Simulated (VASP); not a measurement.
Set up this calculation in VASP 6.6.1, as the native input.

| Quantity | Value |
| --- | --- |
| Task | single point |
| Functional | PBE |
| Potentials or basis | VASP PAW PBE potentials, release 64 (Ti_sv, Al, O) |
| Cutoff | 520 eV |
| k mesh | 3 × 3 × 2 |
| Occupations | methfessel-paxton, width 0.1 eV |
| Spin | no spin polarisation |
| Dipole correction | no |
| Further INCAR settings | LREAL = Auto; ALGO = Normal; EDIFF = 1e-06; NBANDS = 59 |

The structure of Ti4Al12O (a cell with a defect) lies in POSCAR:

```
Ti4Al12O
1.0
    3.8447514400      3.8447514400      0.0000000000
   -3.8447514400      3.8447514400      0.0000000000
    0.0000000000      0.0000000000      8.6237151300
Ti Al O
4 12 1
Direct
    0.0218033601     -0.0225274641     -0.0007228903
   -0.0030484415      0.4974601167      0.4970436680
    0.5018025300      0.0023015792      0.4970365945
    0.4768766014      0.5223809735     -0.0007166285
    0.0049258061     -0.0056530312      0.4982738803
   -0.0123124995      0.4882636834     -0.0218533425
    0.5110159995      0.0115787719     -0.0218635469
    0.4938186589      0.5054357948      0.4982588055
    0.2494066300      0.2498935276      0.2571774423
    0.2493598130      0.7498915196      0.7415771397
    0.7493624867      0.2499221380      0.7316061471
    0.7493596257      0.7498855375      0.2571872988
    0.2493613735      0.2498880656      0.7460605902
    0.2493473284      0.7499050446      0.2503165941
    0.7494005906      0.2499019807      0.2788484967
    0.7493704196      0.7499077756      0.7460536327
   -0.2506544350      0.2499701255      0.0635706296
```

These files were run (other wordings do the same):

INCAR

```
SYSTEM = Ti4Al12O
PREC = Accurate
ENCUT = 520
EDIFF = 1E-6
ISMEAR = 1
SIGMA = 0.1
LREAL = Auto
LASPH = .True.
NELM = 100
ALGO = Normal
ISIF = 2
LWAVE = .False.
LCHARG = .False.
GGA = PE
NBANDS = 59
```

KPOINTS

```
Automatic mesh
0
Gamma
  3 3 2
  0 0 0
```

Potentials or basis: VASP PAW PBE potentials, release 64 (Ti_sv, Al, O).

Command:

```sh
$ cat potpaw_PBE.64/Ti_sv/POTCAR potpaw_PBE.64/Al/POTCAR potpaw_PBE.64/O/POTCAR > POTCAR
$ mpirun -np 1 vasp_std > vasp.out
```

It gave:

The pressure is 3.5 GPa. The largest force is 0.016 eV/Å and the band gap on the k mesh is zero (bands 45 and 46 overlap by 0.09 eV).

Caveat: the k points lie up to 0.39 Å⁻¹ apart.

Wall time 2.1 min on 1 thread of AMD EPYC 9R45 96-Core Processor (Zen 5), on a shared host, peak memory 0.32 GiB.
